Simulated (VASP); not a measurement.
# Re3B (Cmcm) in VASP: single point with LDA

Aim: the single point of Re3B with LDA.

Everything below comes from runs of VASP 6.6.1. Logs are shortened: lines on timing, memory, paths and dates and some standing lists are left out, and cuts for length are marked.

## (1) The cell of the first run

The structure is orthorhombic, space group Cmcm (No. 63). The conventional cell has a = 2.865 Å, b = 9.281 Å, c = 7.238 Å, α = 90.00°, β = 90.00°, γ = 90.00°. Within 3.1 Å of Re (site symmetry m2m) lie 3 B at 2.19 to 2.98 Å and 12 Re at 2.75 to 3.02 Å. Re (site symmetry m) has 3 B at 2.22 to 2.54 Å and 10 Re at 2.64 to 2.87 Å within 2.9 Å. Within 3.0 Å of B (site symmetry m2m) lie 9 Re at 2.19 to 2.98 Å and 2 B at 2.87 Å.

## (2) Single point, LDA

File INCAR:

```
  ALGO = Normal
  EDIFF = 1E-6
  ENCUT = 560
  GGA = CA
  GGA_COMPAT = False
  ISIF = 2
  ISMEAR = 0
  LASPH = True
  LCHARG = False
  LREAL = False
  LWAVE = False
  NBANDS = 58
  NELM = 120
  PREC = Accurate
  SIGMA = 0.1
```

File KPOINTS:

```
k-points
0
Gamma
  12 12 6
```

File POSCAR:

```
Re3B
1.0
    1.4326546379     -4.6403744609      0.0000000000
    1.4326546379      4.6403744609      0.0000000000
    0.0000000000      0.0000000000      7.2377403245
Re B
6 2
Direct
    0.5756433960      0.4243566040      0.2500000000
    0.4243566040      0.5756433960      0.7500000000
    0.8669668338      0.1330331662      0.0651266526
    0.1330331662      0.8669668338      0.5651266526
    0.1330331662      0.8669668338      0.9348733474
    0.8669668338      0.1330331662      0.4348733474
    0.2545173667      0.7454826333      0.2500000000
    0.7454826333      0.2545173667      0.7500000000
```

Potentials or basis: VASP PAW LDA potentials, release 64 (Re_sv_GW, B).

The run is started by

```
$ cat potpaw_LDA.64/Re_sv_GW/POTCAR potpaw_LDA.64/B/POTCAR > POTCAR
$ mpirun -np 1 vasp_std > vasp.out
```

OUTCAR:

```text
EDIFF = 1E-6
   ENCUT = 560
   GGA = CA
   ISIF = 2
   ISMEAR = 0
   LASPH = True
   LREAL = False
   NELM = 120
   PREC = Accurate

 ion  position               nearest neighbor table
   1  0.576  0.424  0.250-   7 2.19   7 2.19   4 2.75   4 2.75   5 2.75   5 2.75   6 2.76   3 2.76
                             3 2.76   6 2.76   6 3.02   3 3.02
   2  0.424  0.576  0.750-   8 2.19   8 2.19   3 2.75   3 2.75   6 2.75   6 2.75   5 2.76   5 2.76
                             4 2.76   4 2.76   5 3.02   4 3.02
   3  0.867  0.133  0.065-   7 2.22   7 2.22   8 2.54   5 2.64   6 2.68   2 2.75   2 2.75   1 2.76
                             1 2.76   5 2.77   5 2.77   1 3.02
   4  0.133  0.867  0.565-   8 2.22   8 2.22   7 2.54   6 2.64   5 2.68   1 2.75   1 2.75   2 2.76
                             2 2.76   6 2.77   6 2.77   2 3.02
   5  0.133  0.867  0.935-   8 2.22   8 2.22   7 2.54   3 2.64   4 2.68   1 2.75   1 2.75   2 2.76
                             2 2.76   3 2.77   3 2.77   2 3.02
   6  0.867  0.133  0.435-   7 2.22   7 2.22   8 2.54   4 2.64   3 2.68   2 2.75   2 2.75   1 2.76
                             1 2.76   4 2.77   4 2.77   1 3.02
   7  0.255  0.745  0.250-   1 2.19   1 2.19   3 2.22   3 2.22   6 2.22   6 2.22   5 2.54   4 2.54

   8  0.745  0.255  0.750-   2 2.19   2 2.19   5 2.22   4 2.22   4 2.22   5 2.22   6 2.54   3 2.54

  LATTYP: Found a base centered orthorhombic cell.
 ALAT       =     2.8653092758
 B/A-ratio  =     3.2390042500
 C/A-ratio  =     2.5259892137

  Lattice vectors:

 A1 = (   1.4326546379,  -4.6403744609,   0.0000000000)
 A2 = (   1.4326546379,   4.6403744609,   0.0000000000)
 A3 = (   0.0000000000,   0.0000000000,   7.2377403245)

Analysis of symmetry for initial positions (statically):
=====================================================================
 Subroutine PRICEL returns:
 Original cell was already a primitive cell.

 Routine SETGRP: Setting up the symmetry group for a
 base centered orthorhombic supercell.

 Subroutine GETGRP returns: Found  8 space group operations
 (whereof  4 operations were pure point group operations)
 out of a pool of  8 trial point group operations.

The static configuration has the point symmetry C_2h.
 The point group associated with its full space group is D_2h.

Analysis of symmetry for dynamics (positions and initial velocities):
=====================================================================
 Subroutine PRICEL returns:
 Original cell was already a primitive cell.

 Routine SETGRP: Setting up the symmetry group for a
 base centered orthorhombic supercell.

 Subroutine GETGRP returns: Found  8 space group operations
 (whereof  4 operations were pure point group operations)
 out of a pool of  8 trial point group operations.

The dynamic configuration has the point symmetry C_2h.
 The point group associated with its full space group is D_2h.

 Subroutine INISYM returns: Found  8 space group operations
 (whereof  4 operations are pure point group operations),
 and found     1 'primitive' translations

----------------------------------------------------------------------------------------

                                     Primitive cell

  volume of cell :      96.2338

  direct lattice vectors                    reciprocal lattice vectors
     1.432654638 -4.640374461  0.000000000     0.349002465 -0.107749925  0.000000000
     1.432654638  4.640374461  0.000000000     0.349002465  0.107749925  0.000000000
     0.000000000  0.000000000  7.237740324     0.000000000  0.000000000  0.138164670

  length of vectors
     4.856498167  4.856498167  7.237740324     0.365257124  0.365257124  0.138164670

  position of ions in fractional coordinates (direct lattice)
     0.575643396  0.424356604  0.250000000
     0.424356604  0.575643396  0.750000000
     0.866966834  0.133033166  0.065126653
     0.133033166  0.866966834  0.565126653
     0.133033166  0.866966834  0.934873347
     0.866966834  0.133033166  0.434873347
     0.254517367  0.745482633  0.250000000
     0.745482633  0.254517367  0.750000000

  ion indices of the primitive-cell ions
   primitive index   ion index
                 1           1
                 2           2
                 3           3
                 4           4
                 5           5
                 6           6
                 7           7
                 8           8

----------------------------------------------------------------------------------------

 KPOINTS: k-points

Automatic generation of k-mesh.
 Grid dimensions read from file:
 generate k-points for:   12   12    6

 Generating k-lattice:

  Cartesian coordinates                     Fractional coordinates (reciprocal lattice)
     0.029083539 -0.008979160  0.000000000     0.083333333  0.000000000  0.000000000
     0.029083539  0.008979160  0.000000000     0.000000000  0.083333333  0.000000000
     0.000000000  0.000000000  0.023027445     0.000000000  0.000000000  0.166666667

  Length of vectors
     0.030438094  0.030438094  0.023027445

  Shift w.r.t. Gamma in fractional coordinates (k-lattice)
     0.000000000  0.000000000  0.000000000

 Subroutine IBZKPT returns following result:
 ===========================================

 Found    172 irreducible k-points:

 Following reciprocal coordinates:
            Coordinates               Weight
  0.000000  0.000000  0.000000      1.000000
  0.083333  0.000000  0.000000      4.000000
  0.166667  0.000000  0.000000      4.000000
  0.250000  0.000000  0.000000      4.000000
  0.333333  0.000000  0.000000      4.000000
  0.416667  0.000000  0.000000      4.000000
[... 16 lines left out ...]
  0.500000  0.166667  0.000000      4.000000
 -0.416667  0.166667  0.000000      4.000000
 [... further k-points ...]
   k-points           NKPTS =    172   k-points in BZ     NKDIM =    172   number of bands    NBANDS=     58
   number of dos      NEDOS =    301   number of ions     NIONS =      8
   total plane-waves  NPLWV =  89600
   dimension x,y,z NGX =    40 NGY =   40 NGZ =   56
   dimension x,y,z NGXF=    80 NGYF=   80 NGZF=  112
   ions per type =               6   2
   NGX,Y,Z   is equivalent  to a cutoff of  13.69, 13.69, 12.86 a.u.
   NGXF,Y,Z  is equivalent  to a cutoff of  27.39, 27.39, 25.73 a.u.
 SYSTEM =  unknown system
   PREC   = accura    normal or accurate (medium, high low for compatibility)
   ISTART =      0    job   : 0-new  1-cont  2-samecut
   ICHARG =      2    charge: 1-file 2-atom 10-const
   ISPIN  =      1    spin polarized calculation?
   LNONCOLLINEAR =      F non collinear calculations
   LSORBIT =      F    spin-orbit coupling
   LASPH  =      T    aspherical Exc in radial PAW
   ENCUT  =  560.0 eV  41.16 Ry    6.42 a.u.   9.37  9.37 13.97*2*pi/ulx,y,z
   NELM   =    120;   NELMIN=  2; NELMDL= -5     # of ELM steps
   EDIFF  = 0.1E-05   stopping-criterion for ELM
   LREAL  =      F    real-space projection
   EDIFFG = 0.1E-04   stopping-criterion for IOM
   NSW    =      0    number of steps for IOM
   IBRION =     -1    ionic relax: 0-MD 1-quasi-New 2-CG
   NFREE  =      0    steps in history (QN), initial steepest desc. (CG)
   ISIF   =      2    stress and relaxation
   ISYM   =      2    0-nonsym 1-usesym 2-fastsym
   POTIM  = 0.5000    time-step for ionic-motion
   TEBEG  =    0.0;   TEEND  =   0.0 temperature during run
   PSTRESS=    0.0 pullay stress
   NELECT =      96.0000    total number of electrons
   NUPDOWN=      -1.0000    fix difference up-down
   EMIN   =  10.00;   EMAX   =-10.00  energy-range for DOS
   EFERMI =   0.00;   METHOD = LEGACY
   ISMEAR =     0;   SIGMA  =   0.10  broadening in eV -4-tet -1-fermi 0-gaus
   EFERMI_NEDOS =   21; number of points for ismear=-14 and -15
   IALGO  =     38    algorithm
   IMIX   =      4    mixing-type and parameters
     AMIX     =   0.40;   BMIX     =  1.00
     AMIX_MAG =   1.60;   BMIX_MAG =  1.00
  volume/ion in A,a.u.               =      12.03        81.18
  Fermi-wavevector in a.u.,A,eV,Ry     =   1.635772  3.091161 36.405783  2.675750
  Thomas-Fermi vector in A             =   2.727189
   LORBIT       =      0    0 simple, 1 ext, 2 COOP (PROOUT), +10 PAW based schemes
   GGA     = CA    functional components
   LHFCALC =     F    Hartree Fock is set to
   AEXX    =    0.0000 exact exchange contribution
   IVDW    =     0    specifies the selected vdW correction
   LEPSILON=     F    determine dielectric tensor
   LRPA    =     F    only Hartree local field effects (RPA)
 non-spin polarized calculation
 Gauss-broadening in eV      SIGMA  =   0.10
  energy-cutoff  :      560.00
  volume of cell :       96.23
 maximum number of plane-waves:      2930
 NGX is ok and might be reduce to    40
   NGX = 19   NGY = 19   NGZ = 27

 number of electron      95.9999999 magnetization

 Free energy of the ion-electron system (eV)
  ---------------------------------------------------
  ext. energy  EPLUGINS =         0.00000000
  ---------------------------------------------------
  free energy    TOTEN  =      -108.98627344 eV

  energy without entropy =     -108.96706539  energy(sigma->0) =     -108.97666941

 E-fermi :  13.5085     XC(G=0): -14.4787

 val. band max:       13.5071490588   @ k =   0.5000   0.4167   0.3333
 cond. band min:      13.5221555789   @ k =   0.1667   0.0833   0.5000
 fundamental gap:      0.0150065200
 Fermi energy:        13.5085437984

 k-point     1 :       0.0000    0.0000    0.0000
  band No.  band energies     occupation
      1     -66.4506      2.00000
      2     -66.3762      2.00000
      3     -66.3684      2.00000
      4     -66.3344      2.00000
      5     -66.3232      2.00000
      6     -66.3053      2.00000
[... 50 lines left out ...]
     57      16.0190      0.00000
     58      16.2964      0.00000

 k-point     2 :       0.0833    0.0000    0.0000
  band No.  band energies     occupation
      1     -66.4463      2.00000
      2     -66.3736      2.00000
      3     -66.3668      2.00000
      4     -66.3342      2.00000
      5     -66.3226      2.00000
      6     -66.3046      2.00000
[... 50 lines left out ...]
     57      16.3461      0.00000
     58      16.6691      0.00000

 k-point     3 :       0.1667    0.0000    0.0000
  band No.  band energies     occupation
      1     -66.4343      2.00000
      2     -66.3665      2.00000
      3     -66.3623      2.00000
      4     -66.3335      2.00000
      5     -66.3221      2.00000
      6     -66.3030      2.00000
[... 1216 lines left out ...]
      3     -66.3385      2.00000
      4     -66.3371      2.00000
      5     -66.3293      2.00000
      6     -66.3088      2.00000
[... 50 lines left out ...]
     57      16.7233      0.00000
     58      17.3426      0.00000

 k-point    24 :      -0.4167    0.1667    0.0000
  band No.  band energies     occupation
      1     -66.4062      2.00000
      2     -66.3562      2.00000
      3     -66.3471      2.00000
      4     -66.3434      2.00000
      5     -66.3226      2.00000
      6     -66.3106      2.00000
[... 50 lines left out ...]
     57      16.4558      0.00000
     58      17.2531      0.00000

 [... further k-points ...]

------------------------ aborting loop because EDIFF is reached ----------------------------------------

  FORCE on cell =-STRESS in cart. coord.  units (eV):
  Direction    XX          YY          ZZ          XY          YZ          ZX
  --------------------------------------------------------------------------------------
  -------------------------------------------------------------------------------------
  Total        0.1026160      0.1031984      0.1251055      0.0000000     -0.0000000      0.0000000
  in kB        1.7084334      1.7181306      2.0828567      0.0000000     -0.0000000      0.0000000
  external PRESSURE =       1.8364736 kB  Pullay stress =       0.0000000 kB

 VOLUME and BASIS-vectors are now :
 -----------------------------------------------------------------------------
  energy-cutoff  :      560.00
  volume of cell :       96.23
      direct lattice vectors                 reciprocal lattice vectors
     1.432654638 -4.640374461  0.000000000     0.349002465 -0.107749925  0.000000000
     1.432654638  4.640374461  0.000000000     0.349002465  0.107749925  0.000000000
     0.000000000  0.000000000  7.237740324     0.000000000  0.000000000  0.138164670

 POSITION                                       TOTAL-FORCE (eV/Angst)
 -----------------------------------------------------------------------------------
      1.43265     -0.70203      1.80944         0.000000      0.006012     -0.000000
      1.43265      0.70203      5.42831         0.000000     -0.006012      0.000000
      1.43265     -3.40573      0.47137         0.000000      0.006039     -0.016530
      1.43265      3.40573      4.09024         0.000000     -0.006039     -0.016530
      1.43265      3.40573      6.76637         0.000000     -0.006039      0.016530
      1.43265     -3.40573      3.14750         0.000000      0.006039      0.016530
      1.43265      2.27826      1.80944         0.000000     -0.001633     -0.000000
      1.43265     -2.27826      5.42831         0.000000      0.001633      0.000000
 -----------------------------------------------------------------------------------
    total drift:                                0.000000     -0.000000     -0.000000

  FREE ENERGIE OF THE ION-ELECTRON SYSTEM (eV)
  ---------------------------------------------------
  free  energy   TOTEN  =      -108.9862734394 eV

  energy  without entropy=     -108.9670653891  energy(sigma->0) =     -108.97666941
```

Wall time 24 min (1 thread of Intel Xeon Platinum 8488C (Sapphire Rapids), shared host); peak memory 0.82 GiB.

What came out:

```
Free energy            : -108.9863 eV
Pressure               : 0.2 GPa
Largest force          : 0.018 eV/Å
Band gap on the k mesh : zero (bands 48 and 49 overlap by 2.19 eV)
```

Forces in eV/Å, atoms in the order of the input:
```
Re   0.000  0.006  0.000
Re   0.000 -0.006  0.000
Re   0.000  0.006 -0.017
Re   0.000 -0.006 -0.017
Re   0.000 -0.006  0.017
Re   0.000  0.006  0.017
B    0.000 -0.002  0.000
B    0.000  0.002  0.000
```

Caveat: spin-orbit coupling is left out, which moves the levels of the heavy elements.
